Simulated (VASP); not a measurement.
# BeIr2 in VASP: notebook

Runs on BeIr2. Level: PBE. Tasks: single point.

Everything below comes from runs of VASP 6.6.1. Logs are shortened: lines on timing, memory, paths and dates and some standing lists are left out, and cuts for length are marked.

**1. The cell of the first run**

The typed cell holds 6 atoms: a = 5.399 Å, b = 3.896 Å, c = 3.786 Å, α = 90.00°, β = 90.00°, γ = 90.00°.

**2. Single point, PBE**

The input, INCAR:

```
SYSTEM = BeIr2
PREC = Accurate
ENCUT = 520
EDIFF = 1E-6
ISMEAR = 0
SIGMA = 0.1
LREAL = .FALSE.
LASPH = .TRUE.
NELM = 80
ALGO = Normal
ISIF = 2
LWAVE = .FALSE.
LCHARG = .FALSE.
GGA = PE
NBANDS = 29
```

The input, KPOINTS:

```
regular mesh
0
G
  4 4 6
  0 0 0
```

The input, POSCAR:

```
BeIr2
1.0
    5.3989864561      0.0000000000      0.0000000000
    0.0000000000      3.8964241578      0.0000000000
    0.0000000000      0.0000000000      3.7862177111
Be Ir
2 4
Direct
    0.0000000000      0.0000000000      0.0000000000
    0.5000000000      0.5000000000      0.5000000000
    0.2458888715      0.4997856139      0.0000000000
    0.7541111285      0.5002143861      0.0000000000
    0.7458888715      0.0002143861      0.5000000000
    0.2541111285      0.9997856139      0.5000000000
```

Potentials or basis: VASP PAW PBE potentials, release 64 (Be, Ir).

Launch:

```console
> cat potpaw_PBE.64/Be/POTCAR potpaw_PBE.64/Ir/POTCAR > POTCAR
> mpirun -np 1 vasp_std > vasp.out
```

OUTCAR:

```text
SYSTEM = BeIr2
   PREC = Accurate
   ENCUT = 520
   EDIFF = 1E-6
   ISMEAR = 0
   LREAL = .FALSE.
   LASPH = .TRUE.
   NELM = 80
   ISIF = 2
   GGA = PE

 ion  position               nearest neighbor table
   1  0.000  0.000  0.000-   5 2.34   6 2.34   5 2.34   6 2.34   3 2.36   4 2.36   4 2.36   3 2.36

   2  0.500  0.500  0.500-   3 2.34   4 2.34   3 2.34   4 2.34   5 2.36   6 2.36   5 2.36   6 2.36

   3  0.246  0.500  0.000-   2 2.34   2 2.34   1 2.36   1 2.36   4 2.66   6 2.72   6 2.72   6 2.72
                             6 2.72   4 2.74
   4  0.754  0.500  0.000-   2 2.34   2 2.34   1 2.36   1 2.36   3 2.66   5 2.72   5 2.72   5 2.72
                             5 2.72   3 2.74
   5  0.746  0.000  0.500-   1 2.34   1 2.34   2 2.36   2 2.36   6 2.66   4 2.72   4 2.72   4 2.72
                             4 2.72   6 2.74
   6  0.254  1.000  0.500-   1 2.34   1 2.34   2 2.36   2 2.36   5 2.66   3 2.72   3 2.72   3 2.72
                             3 2.72   5 2.74

  LATTYP: Found a simple orthorhombic cell.
 ALAT       =     3.7862177111
 B/A-ratio  =     1.0291072662
 C/A-ratio  =     1.4259577415

  Lattice vectors:

 A1 = (   0.0000000000,   0.0000000000,  -3.7862177111)
 A2 = (   0.0000000000,   3.8964241578,   0.0000000000)
 A3 = (   5.3989864561,   0.0000000000,   0.0000000000)

Analysis of symmetry for initial positions (statically):
=====================================================================
 Subroutine PRICEL returns:
 Original cell was already a primitive cell.

 Routine SETGRP: Setting up the symmetry group for a
 simple orthorhombic supercell.

 Subroutine GETGRP returns: Found  8 space group operations
 (whereof  4 operations were pure point group operations)
 out of a pool of  8 trial point group operations.

The static configuration has the point symmetry C_2h.
 The point group associated with its full space group is D_2h.

Analysis of symmetry for dynamics (positions and initial velocities):
=====================================================================
 Subroutine PRICEL returns:
 Original cell was already a primitive cell.

 Routine SETGRP: Setting up the symmetry group for a
 simple orthorhombic supercell.

 Subroutine GETGRP returns: Found  8 space group operations
 (whereof  4 operations were pure point group operations)
 out of a pool of  8 trial point group operations.

The dynamic configuration has the point symmetry C_2h.
 The point group associated with its full space group is D_2h.

 Subroutine INISYM returns: Found  8 space group operations
 (whereof  4 operations are pure point group operations),
 and found     1 'primitive' translations

----------------------------------------------------------------------------------------

                                     Primitive cell

  volume of cell :      79.6497

  direct lattice vectors                    reciprocal lattice vectors
     5.398986456  0.000000000  0.000000000     0.185219950  0.000000000  0.000000000
     0.000000000  3.896424158  0.000000000     0.000000000  0.256645570  0.000000000
     0.000000000  0.000000000  3.786217711     0.000000000  0.000000000  0.264115821

  length of vectors
     5.398986456  3.896424158  3.786217711     0.185219950  0.256645570  0.264115821

  position of ions in fractional coordinates (direct lattice)
     0.000000000  0.000000000  0.000000000
     0.500000000  0.500000000  0.500000000
     0.245888872  0.499785614  0.000000000
     0.754111128  0.500214386  0.000000000
     0.745888872  0.000214386  0.500000000
     0.254111128  0.999785614  0.500000000

  ion indices of the primitive-cell ions
   primitive index   ion index
                 1           1
                 2           2
                 3           3
                 4           4
                 5           5
                 6           6

----------------------------------------------------------------------------------------

 KPOINTS: regular mesh

Automatic generation of k-mesh.
 Grid dimensions read from file:
 generate k-points for:    4    4    6

 Generating k-lattice:

  Cartesian coordinates                     Fractional coordinates (reciprocal lattice)
     0.046304987  0.000000000  0.000000000     0.250000000  0.000000000  0.000000000
     0.000000000  0.064161393  0.000000000     0.000000000  0.250000000  0.000000000
     0.000000000  0.000000000  0.044019304     0.000000000  0.000000000  0.166666667

  Length of vectors
     0.046304987  0.064161393  0.044019304

  Shift w.r.t. Gamma in fractional coordinates (k-lattice)
     0.000000000  0.000000000  0.000000000

 Subroutine IBZKPT returns following result:
 ===========================================

 Found     36 irreducible k-points:

 Following reciprocal coordinates:
            Coordinates               Weight
  0.000000  0.000000  0.000000      1.000000
  0.250000  0.000000  0.000000      2.000000
  0.500000  0.000000  0.000000      1.000000
  0.000000  0.250000  0.000000      2.000000
  0.250000  0.250000  0.000000      4.000000
  0.500000  0.250000  0.000000      2.000000
[... 16 lines left out ...]
  0.250000  0.250000  0.333333      8.000000
  0.500000  0.250000  0.333333      4.000000
 [... further k-points ...]
   k-points           NKPTS =     36   k-points in BZ     NKDIM =     36   number of bands    NBANDS=     29
   number of dos      NEDOS =    301   number of ions     NIONS =      6
   total plane-waves  NPLWV =  33600
   dimension x,y,z NGX =    40 NGY =   30 NGZ =   28
   dimension x,y,z NGXF=    80 NGYF=   60 NGZF=   56
   ions per type =               2   4
   NGX,Y,Z   is equivalent  to a cutoff of  12.32, 12.80, 12.29 a.u.
   NGXF,Y,Z  is equivalent  to a cutoff of  24.63, 25.60, 24.59 a.u.
 SYSTEM =  BeIr2
   PREC   = accura    normal or accurate (medium, high low for compatibility)
   ISTART =      0    job   : 0-new  1-cont  2-samecut
   ICHARG =      2    charge: 1-file 2-atom 10-const
   ISPIN  =      1    spin polarized calculation?
   LNONCOLLINEAR =      F non collinear calculations
   LSORBIT =      F    spin-orbit coupling
   LASPH  =      T    aspherical Exc in radial PAW
   ENCUT  =  520.0 eV  38.22 Ry    6.18 a.u.  10.04  7.24  7.04*2*pi/ulx,y,z
   NELM   =     80;   NELMIN=  2; NELMDL= -5     # of ELM steps
   EDIFF  = 0.1E-05   stopping-criterion for ELM
   LREAL  =      F    real-space projection
   EDIFFG = 0.1E-04   stopping-criterion for IOM
   NSW    =      0    number of steps for IOM
   IBRION =     -1    ionic relax: 0-MD 1-quasi-New 2-CG
   NFREE  =      0    steps in history (QN), initial steepest desc. (CG)
   ISIF   =      2    stress and relaxation
   ISYM   =      2    0-nonsym 1-usesym 2-fastsym
   POTIM  = 0.5000    time-step for ionic-motion
   TEBEG  =    0.0;   TEEND  =   0.0 temperature during run
   PSTRESS=    0.0 pullay stress
   NELECT =      40.0000    total number of electrons
   NUPDOWN=      -1.0000    fix difference up-down
   EMIN   =  10.00;   EMAX   =-10.00  energy-range for DOS
   EFERMI =   0.00;   METHOD = LEGACY
   ISMEAR =     0;   SIGMA  =   0.10  broadening in eV -4-tet -1-fermi 0-gaus
   EFERMI_NEDOS =   21; number of points for ismear=-14 and -15
   IALGO  =     38    algorithm
   IMIX   =      4    mixing-type and parameters
     AMIX     =   0.40;   BMIX     =  1.00
     AMIX_MAG =   1.60;   BMIX_MAG =  1.00
  volume/ion in A,a.u.               =      13.27        89.58
  Fermi-wavevector in a.u.,A,eV,Ry     =   1.301268  2.459040 23.038730  1.693299
  Thomas-Fermi vector in A             =   2.432413
   LORBIT       =      0    0 simple, 1 ext, 2 COOP (PROOUT), +10 PAW based schemes
   GGA     = PE    functional components
   LHFCALC =     F    Hartree Fock is set to
   AEXX    =    0.0000 exact exchange contribution
   IVDW    =     0    specifies the selected vdW correction
   LEPSILON=     F    determine dielectric tensor
   LRPA    =     F    only Hartree local field effects (RPA)
 non-spin polarized calculation
 Gauss-broadening in eV      SIGMA  =   0.10
  energy-cutoff  :      520.00
  volume of cell :       79.65
 maximum number of plane-waves:      2172
   NGX = 21   NGY = 15   NGZ = 15

 number of electron      39.9999997 magnetization

 Free energy of the ion-electron system (eV)
  ---------------------------------------------------
  ext. energy  EPLUGINS =         0.00000000
  ---------------------------------------------------
  free energy    TOTEN  =       -42.85808630 eV

  energy without entropy =      -42.83624979  energy(sigma->0) =      -42.84716804

 E-fermi :   7.4499     XC(G=0): -12.5896

 val. band max:        7.4263794162   @ k =   0.0000   0.2500   0.1667
 cond. band min:       7.4541223029   @ k =   0.2500   0.2500   0.0000
 fundamental gap:      0.0277428867
 Fermi energy:         7.4499338217

 k-point     1 :       0.0000    0.0000    0.0000
  band No.  band energies     occupation
      1      -2.0486      2.00000
      2       0.7984      2.00000
      3       1.2114      2.00000
      4       1.8952      2.00000
      5       2.0605      2.00000
      6       2.0886      2.00000
[... 21 lines left out ...]
     28      15.5449      0.00000
     29      15.7538      0.00000

 k-point     2 :       0.2500    0.0000    0.0000
  band No.  band energies     occupation
      1      -1.6648      2.00000
      2       0.3102      2.00000
      3       1.3493      2.00000
      4       1.9154      2.00000
      5       2.2406      2.00000
      6       2.4135      2.00000
[... 21 lines left out ...]
     28      15.2702      0.00000
     29      15.6306      0.00000

 k-point     3 :       0.5000    0.0000    0.0000
  band No.  band energies     occupation
      1      -0.7123      2.00000
      2      -0.7123      2.00000
      3       1.6217      2.00000
      4       1.6217      2.00000
      5       2.6796      2.00000
      6       2.6796      2.00000
[... 21 lines left out ...]
     28      13.4371      0.00000
     29      15.6898      0.00000

 k-point     4 :       0.0000    0.2500    0.0000
  band No.  band energies     occupation
      1      -1.3211      2.00000
      2       1.5361      2.00000
      3       1.6982      2.00000
      4       1.9831      2.00000
      5       2.3157      2.00000
      6       2.5433      2.00000
[... 21 lines left out ...]
     28      15.5448      0.00000
     29      16.0980      0.00000

 k-point     5 :       0.2500    0.2500    0.0000
  band No.  band energies     occupation
      1      -0.9317      2.00000
      2       1.0377      2.00000
      3       1.8154      2.00000
      4       2.1502      2.00000
      5       2.5873      2.00000
      6       2.5961      2.00000
[... 21 lines left out ...]
     28      15.6747      0.00000
     29      16.5962      0.00000
[... 510 lines left out ...]
     28      15.0225      0.00000
     29      17.5318      0.00000

 k-point    22 :       0.0000    0.2500    0.3333
  band No.  band energies     occupation
      1      -0.3521      2.00000
      2       1.4741      2.00000
      3       1.5950      2.00000
      4       1.8244      2.00000
      5       2.5182      2.00000
      6       2.6848      2.00000
[... 21 lines left out ...]
     28      12.7366      0.00000
     29      15.9790      0.00000

 k-point    23 :       0.2500    0.2500    0.3333
  band No.  band energies     occupation
      1       0.0375      2.00000
      2       1.5361      2.00000
      3       1.7638      2.00000
      4       2.1979      2.00000
      5       2.5593      2.00000
      6       2.9348      2.00000
[... 21 lines left out ...]
     28      13.1881      0.00000
     29      17.4234      0.00000

 k-point    24 :       0.5000    0.2500    0.3333
  band No.  band energies     occupation
      1       0.8832      2.00000
      2       0.8832      2.00000
      3       2.3822      2.00000
      4       2.3822      2.00000
      5       3.2222      2.00000
      6       3.2222      2.00000
[... 21 lines left out ...]
     28      13.6022      0.00000
     29      17.2768      0.00000

 [... further k-points ...]

------------------------ aborting loop because EDIFF is reached ----------------------------------------

  FORCE on cell =-STRESS in cart. coord.  units (eV):
  Direction    XX          YY          ZZ          XY          YZ          ZX
  --------------------------------------------------------------------------------------
  -------------------------------------------------------------------------------------
  Total        0.2989544      0.1853098      0.2379907     -0.0000000      0.0000000      0.0000000
  in kB        6.0135576      3.7275622      4.7872542     -0.0000000      0.0000000      0.0000000
  external PRESSURE =       4.8427913 kB  Pullay stress =       0.0000000 kB

 VOLUME and BASIS-vectors are now :
 -----------------------------------------------------------------------------
  energy-cutoff  :      520.00
  volume of cell :       79.65
      direct lattice vectors                 reciprocal lattice vectors
     5.398986456  0.000000000  0.000000000     0.185219950  0.000000000  0.000000000
     0.000000000  3.896424158  0.000000000     0.000000000  0.256645570  0.000000000
     0.000000000  0.000000000  3.786217711     0.000000000  0.000000000  0.264115821

 POSITION                                       TOTAL-FORCE (eV/Angst)
 -----------------------------------------------------------------------------------
      0.00000      0.00000      0.00000         0.000000      0.000000      0.000000
      2.69949      1.94821      1.89311         0.000000      0.000000      0.000000
      1.32755      1.94738      0.00000        -0.003192      0.002967      0.000000
      4.07144      1.94905      0.00000         0.003192     -0.002967      0.000000
      4.02704      0.00084      1.89311        -0.003192     -0.002967     -0.000000
      1.37194      3.89559      1.89311         0.003192      0.002967      0.000000
 -----------------------------------------------------------------------------------
    total drift:                               -0.000000      0.000000     -0.000000

  FREE ENERGIE OF THE ION-ELECTRON SYSTEM (eV)
  ---------------------------------------------------
  free  energy   TOTEN  =       -42.8580862977 eV

  energy  without entropy=      -42.8362497906  energy(sigma->0) =      -42.84716804
```

It took 27 s on 1 thread of Intel Xeon 6975P-C (Granite Rapids), shared host; peak memory 0.21 GiB.

What came out:

- Free energy: -42.8581 eV
- Pressure: 0.5 GPa
- Largest force: 0.004 eV/Å
- Band gap on the k mesh: zero (bands 20 and 21 overlap by 2.61 eV)

Forces in eV/Å, atoms in the order of the input:
```
Be   0.000  0.000  0.000
Be   0.000  0.000  0.000
Ir  -0.003  0.003  0.000
Ir   0.003 -0.003  0.000
Ir  -0.003 -0.003  0.000
Ir   0.003  0.003  0.000
```

Levels at points of the mesh, in eV from the Fermi level:
| k point | band 17 | band 18 | band 19 | band 20 | band 21 | band 22 | band 23 | band 24 |
| --- | --- | --- | --- | --- | --- | --- | --- | --- |
| (0.00, 0.00, 0.00) | 0.61 | 0.67 | 0.89 | 1.10 | 1.54 | 2.38 | 2.54 | 2.54 |
| (0.50, 0.00, 0.00) | -0.73 | -0.73 | 0.75 | 0.75 | 2.46 | 2.46 | 4.56 | 4.56 |
| (0.00, 0.50, 0.00) | -1.19 | -1.19 | -0.60 | -0.60 | -0.31 | -0.31 | 3.18 | 3.18 |
| (0.50, 0.50, 0.00) | -1.69 | -1.69 | -1.60 | -1.60 | -1.45 | -1.45 | -1.02 | -1.02 |
| (0.00, 0.00, 0.50) | -0.96 | -0.96 | -0.57 | -0.57 | -0.32 | -0.32 | 3.22 | 3.22 |
| (0.50, 0.00, 0.50) | -1.65 | -1.65 | -1.52 | -1.52 | -1.51 | -1.51 | -0.76 | -0.76 |
| (0.00, 0.50, 0.50) | -1.16 | -1.16 | 0.80 | 0.80 | 1.37 | 1.37 | 1.49 | 1.49 |
| (0.50, 0.50, 0.50) | -0.57 | -0.57 | -0.46 | -0.46 | -0.13 | -0.13 | 1.21 | 1.21 |

Caveat: the k points lie up to 0.40 Å⁻¹ apart, too coarse for converged energies and pressures of a metal; spin-orbit coupling is left out, which moves the levels of the heavy elements.

**3. Single point, PBE**

This run uses another cell than the first one: it holds 3 atoms, not 6.

The input, INCAR:

```
SYSTEM = BeIr2
PREC = Accurate ; ENCUT = 520
EDIFF = 1E-6 ; ISMEAR = 0
SIGMA = 0.1 ; LREAL = .False.
LASPH = .True. ; NELM = 80
ALGO = Fast ; ISIF = 2
LWAVE = .False. ; LCHARG = .False.
GGA = PE ; NBANDS = 17
```

The input, KPOINTS:

```
regular mesh
0
Gamma
  16 16 16
  0 0 0
```

The input, POSCAR:

```
BeIr2
1.0
   -1.9161927454      1.9170894049      2.7105308263
    1.9161927454     -1.9170894049      2.7105308263
    1.9161927454      1.9170894049     -2.7105308263
Be Ir
1 2
Direct
    0.0000000000      0.0000000000      0.0000000000
    0.7499277542      0.2499277542      0.5000000000
    0.2500722458      0.7500722458      0.5000000000
```

Potentials or basis: VASP PAW PBE potentials, release 64 (Be, Ir).

Launch:

```console
> cat potpaw_PBE.64/Be/POTCAR potpaw_PBE.64/Ir/POTCAR > POTCAR
> mpirun -np 1 vasp_std > vasp.out
```

Run time: 4.8 min. Hardware: 1 thread of Intel Xeon 6975P-C (Granite Rapids), shared host; peak memory 0.5 GiB.

Results (log left out):

```yaml
Free_energy: -21.4573 eV
Pressure: 0.4 GPa
Band_gap_on_the_k_mesh: zero (bands 10 and 11 overlap by 4.09 eV)
```

Levels at points of the mesh, in eV from the Fermi level:
```csv
k point,band 6,band 7,band 8,band 9,band 10,band 11,band 12,band 13,band 14,band 15
"(0.00, 0.00, 0.00)",-5.14,0.64,0.64,0.64,2.58,2.58,7.83,8.22,8.22,8.79
"(0.50, 0.00, 0.00)",-2.78,-1.75,-1.74,-1.66,-1.66,-1.51,-0.89,8.08,8.09,10.51
"(0.00, 0.50, 0.00)",-2.78,-1.75,-1.74,-1.66,-1.66,-1.51,-0.88,8.08,8.09,10.51
"(0.50, 0.50, 0.00)",-2.17,-2.14,-1.19,-1.19,0.90,1.38,1.38,2.43,3.67,8.25
"(0.50, 0.50, 0.50)",-2.17,-2.14,-1.19,-1.19,0.90,1.38,1.39,2.43,3.67,8.25
```

Caveat: spin-orbit coupling is left out, which moves the levels of the heavy elements.
